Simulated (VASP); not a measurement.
# Bi (R-3m) in VASP: notebook

Bi is run at these levels: PBE; tasks: electric field gradients.

Everything below comes from runs of VASP 6.6.1. Logs are shortened: lines on timing, memory, paths and dates and some standing lists are left out, and cuts for length are marked.

**1. The cell of the first run**

Symmetry: R-3m, No. 166, trigonal system. The conventional cell has a = 4.546 Å, b = 4.546 Å, c = 12.099 Å, α = 90.00°, β = 90.00°, γ = 120.00°. Within 4.1 Å of Bi (site symmetry 3m) lie 6 Bi at 3.09 to 3.56 Å.

**2. Electric field gradients, PBE (zz strain of +2 %)**

The input, INCAR:

```
SYSTEM = Bi
  PREC = Accurate
  ENCUT = 520
  EDIFF = 1E-8
  ISMEAR = -1
  SIGMA = 0.03
  LREAL = .FALSE.
  LASPH = .TRUE.
  NELM = 100
  ALGO = Normal
  ISIF = 2
  LWAVE = .FALSE.
  LCHARG = .FALSE.
  GGA = PE
  LEFG = .TRUE.
  NBANDS = 22
```

The input, KPOINTS:

```
regular mesh
0
G
  11 11 11
  0 0 0
```

The input, POSCAR:

```
Bi
1.0
    2.2729996784      1.3123169762      4.0330800000
   -2.2729996784      1.3123169762      4.0330800000
    0.0000000000     -2.6246339523      4.0330800000
Bi
2
Direct
    0.2338900000      0.2338900000      0.2338900000
    0.7661100000      0.7661100000      0.7661100000
```

Potentials or basis: VASP PAW PBE potentials, release 64 (Bi_d).

The run is started by

```console
$ cat potpaw_PBE.64/Bi_d/POTCAR > POTCAR
$ mpirun -np 1 vasp_std > vasp.out
```

OUTCAR:

```text
SYSTEM = Bi
   PREC = Accurate
   ENCUT = 520
   EDIFF = 1E-8
   ISMEAR = -1
   LREAL = .FALSE.
   LASPH = .TRUE.
   NELM = 100
   ISIF = 2
   GGA = PE

 ion  position               nearest neighbor table
   1  0.234  0.234  0.234-   2 3.09   2 3.09   2 3.09   2 3.56   2 3.56   2 3.56
   2  0.766  0.766  0.766-   1 3.09   1 3.09   1 3.09   1 3.56   1 3.56   1 3.56

  LATTYP: Found a trigonal (rhomboedric) cell.
 ALAT       =     4.8119058252
 COS(alpha) =     0.5537332747

  Lattice vectors:

 A1 = (   2.2729996784,   1.3123169762,   4.0330800000)
 A2 = (  -2.2729996784,   1.3123169762,   4.0330800000)
 A3 = (   0.0000000000,  -2.6246339523,   4.0330800000)

Analysis of symmetry for initial positions (statically):
=====================================================================
 Subroutine PRICEL returns:
 Original cell was already a primitive cell.

 Routine SETGRP: Setting up the symmetry group for a
 trigonal (rhombohedral) supercell.

 Subroutine GETGRP returns: Found 12 space group operations
 (whereof 12 operations were pure point group operations)
 out of a pool of 12 trial point group operations.

The static configuration has the point symmetry D_3d.

Analysis of symmetry for dynamics (positions and initial velocities):
=====================================================================
 Subroutine PRICEL returns:
 Original cell was already a primitive cell.

 Routine SETGRP: Setting up the symmetry group for a
 trigonal (rhombohedral) supercell.

 Subroutine GETGRP returns: Found 12 space group operations
 (whereof 12 operations were pure point group operations)
 out of a pool of 12 trial point group operations.

The dynamic configuration has the point symmetry D_3d.

 Subroutine INISYM returns: Found 12 space group operations
 (whereof 12 operations are pure point group operations),
 and found     1 'primitive' translations

----------------------------------------------------------------------------------------

                                     Primitive cell

  volume of cell :      72.1816

  direct lattice vectors                    reciprocal lattice vectors
[... 119 lines left out ...]
  energy-cutoff  :      520.00
  volume of cell :       72.18
 maximum number of plane-waves:      1980
   NGX = 17   NGY = 17   NGZ = 17

 number of electron      29.9999998 magnetization

 Free energy of the ion-electron system (eV)
  ---------------------------------------------------
  ext. energy  EPLUGINS =         0.00000000
  ---------------------------------------------------
  free energy    TOTEN  =        -7.77196231 eV

  energy without entropy =       -7.77132838  energy(sigma->0) =       -7.77164535

 E-fermi :   6.0507     XC(G=0):  -9.4104

 val. band max:        6.0185957259   @ k =   0.2727   0.2727   0.1818
 cond. band min:       6.0537390148   @ k =   0.3636   0.1818   0.1818
 fundamental gap:      0.0351432890
 Fermi energy:         6.0507170421

 k-point     1 :       0.0000    0.0000    0.0000
  band No.  band energies     occupation
      1     -16.8349      2.00000
      2     -16.8349      2.00000
      3     -16.6932      2.00000
      4     -16.6932      2.00000
      5     -16.6810      2.00000
      6     -16.5223      2.00000
[... 589 lines left out ...]
     21      13.9716      0.00000
     22      14.5556      0.00000

 [... further k-points ...]

------------------------ aborting loop because EDIFF is reached ----------------------------------------

  FORCE on cell =-STRESS in cart. coord.  units (eV):
  Direction    XX          YY          ZZ          XY          YZ          ZX
  --------------------------------------------------------------------------------------
  -------------------------------------------------------------------------------------
  Total        0.4249028      0.4249028      0.3062632      0.0000000      0.0000000      0.0000000
  in kB        9.4313527      9.4313527      6.7979685      0.0000000      0.0000000      0.0000000
  external PRESSURE =       8.5535580 kB  Pullay stress =       0.0000000 kB

 VOLUME and BASIS-vectors are now :
 -----------------------------------------------------------------------------
  energy-cutoff  :      520.00
  volume of cell :       72.18
      direct lattice vectors                 reciprocal lattice vectors
     2.272999678  1.312316976  4.033080000     0.219973634  0.127001837  0.082649819
    -2.272999678  1.312316976  4.033080000    -0.219973634  0.127001837  0.082649819
     0.000000000 -2.624633952  4.033080000     0.000000000 -0.254003674  0.082649819

 POSITION                                       TOTAL-FORCE (eV/Angst)
 -----------------------------------------------------------------------------------
      0.00000      0.00000      2.82989         0.000000      0.000000      0.075354
      0.00000      0.00000      9.26935         0.000000     -0.000000     -0.075354
 -----------------------------------------------------------------------------------
    total drift:                                0.000000     -0.000000      0.000000

  FREE ENERGIE OF THE ION-ELECTRON SYSTEM (eV)
  ---------------------------------------------------
  free  energy   TOTEN  =        -7.7719623094 eV

  energy  without entropy=       -7.7713283821  energy(sigma->0) =       -7.77164535

 Electric field gradients (V/A^2)
---------------------------------------------------------------------
 ion       V_xx      V_yy      V_zz      V_xy      V_xz      V_yz
---------------------------------------------------------------------
   1      10.690    10.690   -21.380     0.000     0.000    -0.000
   2      10.690    10.690   -21.380     0.000     0.000    -0.000
---------------------------------------------------------------------

 Electric field gradients after diagonalization (V/A^2)
 (convention: |V_zz| > |V_xx| > |V_yy|)
----------------------------------------------------------------------
 ion       V_xx      V_yy      V_zz     asymmetry (V_yy - V_xx)/ V_zz
----------------------------------------------------------------------
   1      10.690    10.690   -21.380       0.000
   2      10.690    10.690   -21.380       0.000
----------------------------------------------------------------------

           NMR quadrupolar parameters

 Cq : quadrupolar parameter    Cq=e*Q*V_zz/h
 eta: asymmetry parameters     (V_yy - V_xx)/ V_zz
 Q  : nuclear electric quadrupole moment in mb (millibarn)
----------------------------------------------------------------------
 ion       Cq(MHz)       eta       Q (mb)
----------------------------------------------------------------------
   1      -0.052       0.000       1.000
   2      -0.052       0.000       1.000
----------------------------------------------------------------------
```

OSZICAR:

```text
N       E                     dE             d eps       ncg     rms          rms(c)
DAV:   1     0.307928504303E+03    0.30793E+03   -0.16183E+04  6438   0.162E+03
DAV:   2     0.181817296277E+02   -0.28975E+03   -0.28260E+03  6556   0.434E+02
DAV:   3    -0.687761708752E+01   -0.25059E+02   -0.24787E+02  7768   0.142E+02
DAV:   4    -0.773835850535E+01   -0.86074E+00   -0.86019E+00  8040   0.291E+01
DAV:   5    -0.777372602768E+01   -0.35368E-01   -0.35367E-01  9300   0.529E+00    0.105E+00
DAV:   6    -0.777152599785E+01    0.22000E-02   -0.16161E-02  8466   0.136E+00    0.639E-01
DAV:   7    -0.777171181766E+01   -0.18582E-03   -0.11708E-02  7878   0.120E+00    0.109E-01
DAV:   8    -0.777193613895E+01   -0.22432E-03   -0.15220E-03  7558   0.415E-01    0.252E-02
DAV:   9    -0.777196275027E+01   -0.26611E-04   -0.66065E-05  9266   0.621E-02    0.108E-02
DAV:  10    -0.777196185652E+01    0.89375E-06   -0.83507E-06  7170   0.269E-02    0.186E-03
DAV:  11    -0.777196233160E+01   -0.47508E-06   -0.67851E-07  8232   0.595E-03    0.121E-03
DAV:  12    -0.777196230116E+01    0.30436E-07   -0.15826E-07  6798   0.229E-03    0.269E-04
DAV:  13    -0.777196230943E+01   -0.82673E-08   -0.15486E-08  6684   0.905E-04
   1 F= -.77719623E+01 E0= -.77716453E+01  d E =-.633927E-03
```

stdout:

```text
POSCAR found type information on POSCAR Bi
 POSCAR found :  1 types and       2 ions
 scaLAPACK will be used
 LDA part: xc-table for (Slater+PW92), standard interpolation
 POSCAR, INCAR and KPOINTS ok, starting setup
 FFT: planning ... GRIDC
 FFT: planning ... GRID_SOFT
 FFT: planning ... GRID
 WAVECAR not read
 entering main loop
ion   1

ion   2
```

It took 2.5 min on 1 thread of Intel Xeon Platinum 8488C (Sapphire Rapids), shared host; peak memory 0.32 GiB.

What came out:

```
Free energy            : -7.7720 eV
Pressure               : 0.9 GPa
Largest force          : 0.075 eV/Å
Band gap on the k mesh : zero (band 15 reaches 6.05 eV, above the bottom of band 16 at 5.96 eV)
```

Forces in eV/Å, atoms in the order of the input:
```
Bi   0.000  0.000  0.075
Bi   0.000  0.000 -0.075
```

Levels at points of the mesh, in eV from the Fermi level:
| k point | band 12 | band 13 | band 14 | band 15 | band 16 | band 17 | band 18 | band 19 |
| --- | --- | --- | --- | --- | --- | --- | --- | --- |
| (0.00, 0.00, 0.00) | -7.56 | -1.55 | -1.10 | -1.10 | 2.46 | 2.90 | 2.90 | 5.61 |

Electric field gradients, principal values (V/Å²):
```csv
atom,least,middle,greatest (by size)
1 Bi,10.690,10.690,-21.380
2 Bi,10.690,10.690,-21.380
```

Caveat: the cell differs from its parent crystal (zz strain of +2 %); without QUAD_EFG the Cq values of the log hold for a quadrupole moment of 1 mb, not for the nuclei; spin-orbit coupling is left out, which moves the levels of the heavy elements.

**3. Electric field gradients, PBE (volume scaled by 1.02)**

The input, INCAR:

```
PREC = Accurate
ENCUT = 520
EDIFF = 1E-8
ISMEAR = -1
SIGMA = 0.03
LREAL = False
LASPH = True
NELM = 80
ALGO = Normal
ISIF = 2
LWAVE = False
LCHARG = False
GGA = PE
LEFG = True
NBANDS = 22
```

The input, KPOINTS:

```
regular mesh
0
Gamma
  11 11 11
```

The input, POSCAR:

```
Bi
1.0
    2.2880530951      1.3210080704      3.9801861936
   -2.2880530951      1.3210080704      3.9801861936
    0.0000000000     -2.6420161407      3.9801861936
Bi
2
Direct
    0.2338900000      0.2338900000      0.2338900000
    0.7661100000      0.7661100000      0.7661100000
```

Potentials or basis: VASP PAW PBE potentials, release 64 (Bi_d).

The run is started by

```console
$ cat potpaw_PBE.64/Bi_d/POTCAR > POTCAR
$ mpirun -np 1 vasp_std > vasp.out
```

OUTCAR:

```text
PREC = Accurate
   ENCUT = 520
   EDIFF = 1E-8
   ISMEAR = -1
   LREAL = False
   LASPH = True
   NELM = 80
   ISIF = 2
   GGA = PE

 ion  position               nearest neighbor table
   1  0.234  0.234  0.234-   2 3.09   2 3.09   2 3.09   2 3.55   2 3.55   2 3.55
   2  0.766  0.766  0.766-   1 3.09   1 3.09   1 3.09   1 3.55   1 3.55   1 3.55

  LATTYP: Found a trigonal (rhomboedric) cell.
 ALAT       =     4.7772514508
 COS(alpha) =     0.5412184017

  Lattice vectors:

 A1 = (   2.2880530951,   1.3210080704,   3.9801861936)
 A2 = (  -2.2880530951,   1.3210080704,   3.9801861936)
[... 812 lines left out ...]
  free  energy   TOTEN  =        -7.7719524192 eV

  energy  without entropy=       -7.7713065420  energy(sigma->0) =       -7.77162948

 Electric field gradients (V/A^2)
---------------------------------------------------------------------
 ion       V_xx      V_yy      V_zz      V_xy      V_xz      V_yz
---------------------------------------------------------------------
   1      17.082    17.082   -34.164    -0.000     0.000    -0.000
   2      17.082    17.082   -34.164    -0.000     0.000    -0.000
---------------------------------------------------------------------

 Electric field gradients after diagonalization (V/A^2)
 (convention: |V_zz| > |V_xx| > |V_yy|)
----------------------------------------------------------------------
 ion       V_xx      V_yy      V_zz     asymmetry (V_yy - V_xx)/ V_zz
----------------------------------------------------------------------
   1      17.082    17.082   -34.164       0.000
   2      17.082    17.082   -34.164       0.000
----------------------------------------------------------------------

           NMR quadrupolar parameters

 Cq : quadrupolar parameter    Cq=e*Q*V_zz/h
 eta: asymmetry parameters     (V_yy - V_xx)/ V_zz
 Q  : nuclear electric quadrupole moment in mb (millibarn)
----------------------------------------------------------------------
 ion       Cq(MHz)       eta       Q (mb)
----------------------------------------------------------------------
   1      -0.083       0.000       1.000
   2      -0.083       0.000       1.000
----------------------------------------------------------------------
```

OSZICAR:

```text
N       E                     dE             d eps       ncg     rms          rms(c)
DAV:   1     0.306468065836E+03    0.30647E+03   -0.16210E+04  6432   0.163E+03
DAV:   2     0.182040634112E+02   -0.28826E+03   -0.28143E+03  6526   0.434E+02
DAV:   3    -0.687752747506E+01   -0.25082E+02   -0.24821E+02  7708   0.142E+02
DAV:   4    -0.773665313366E+01   -0.85913E+00   -0.85869E+00  7990   0.291E+01
DAV:   5    -0.777317513029E+01   -0.36522E-01   -0.36521E-01  9282   0.537E+00    0.104E+00
DAV:   6    -0.777136259185E+01    0.18125E-02   -0.16620E-02  8466   0.136E+00    0.631E-01
DAV:   7    -0.777172815178E+01   -0.36556E-03   -0.11393E-02  8026   0.120E+00    0.109E-01
DAV:   8    -0.777192908257E+01   -0.20093E-03   -0.14292E-03  7608   0.417E-01    0.232E-02
DAV:   9    -0.777195288350E+01   -0.23801E-04   -0.58509E-05  9150   0.577E-02    0.962E-03
DAV:  10    -0.777195192230E+01    0.96119E-06   -0.73570E-06  7386   0.262E-02    0.171E-03
DAV:  11    -0.777195240002E+01   -0.47772E-06   -0.63945E-07  8178   0.608E-03    0.121E-03
DAV:  12    -0.777195235235E+01    0.47668E-07   -0.14332E-07  6914   0.251E-03    0.241E-04
DAV:  13    -0.777195238612E+01   -0.33770E-07   -0.12132E-08  6452   0.780E-04    0.931E-05
DAV:  14    -0.777195241840E+01   -0.32278E-07   -0.21512E-09  4208   0.449E-04    0.310E-05
DAV:  15    -0.777195241917E+01   -0.76852E-09   -0.53528E-10  3860   0.269E-04
   1 F= -.77719524E+01 E0= -.77716295E+01  d E =-.645877E-03
```

stdout:

```text
POSCAR found type information on POSCAR Bi
 POSCAR found :  1 types and       2 ions
 scaLAPACK will be used
 LDA part: xc-table for (Slater+PW92), standard interpolation
 POSCAR, INCAR and KPOINTS ok, starting setup
 FFT: planning ... GRIDC
 FFT: planning ... GRID_SOFT
 FFT: planning ... GRID
 WAVECAR not read
 entering main loop
ion   1

ion   2
```

Run time: 4.1 min. Hardware: 1 thread of AMD EPYC 9R45 (Zen 5), shared host; peak memory 0.29 GiB.

Results:

```
Free energy            : -7.7720 eV
Pressure               : 0.8 GPa
Largest force          : 0.107 eV/Å
Band gap on the k mesh : zero (band 15 reaches 6.00 eV, above the bottom of band 16 at 5.96 eV)
```

Forces in eV/Å, atoms in the order of the input:
```
Bi   0.000  0.000  0.107
Bi   0.000  0.000 -0.107
```

Levels at points of the mesh, in eV from the Fermi level:
| k point | band 12 | band 13 | band 14 | band 15 | band 16 | band 17 | band 18 | band 19 |
| --- | --- | --- | --- | --- | --- | --- | --- | --- |
| (0.00, 0.00, 0.00) | -7.52 | -1.39 | -1.14 | -1.14 | 2.48 | 2.94 | 2.94 | 5.69 |

Electric field gradients, principal values (V/Å²):
```tsv
atom	least	middle	greatest (by size)
1 Bi	17.082	17.082	-34.164
2 Bi	17.082	17.082	-34.164
```

Caveat: without QUAD_EFG the Cq values of the log hold for a quadrupole moment of 1 mb, not for the nuclei; spin-orbit coupling is left out, which moves the levels of the heavy elements.
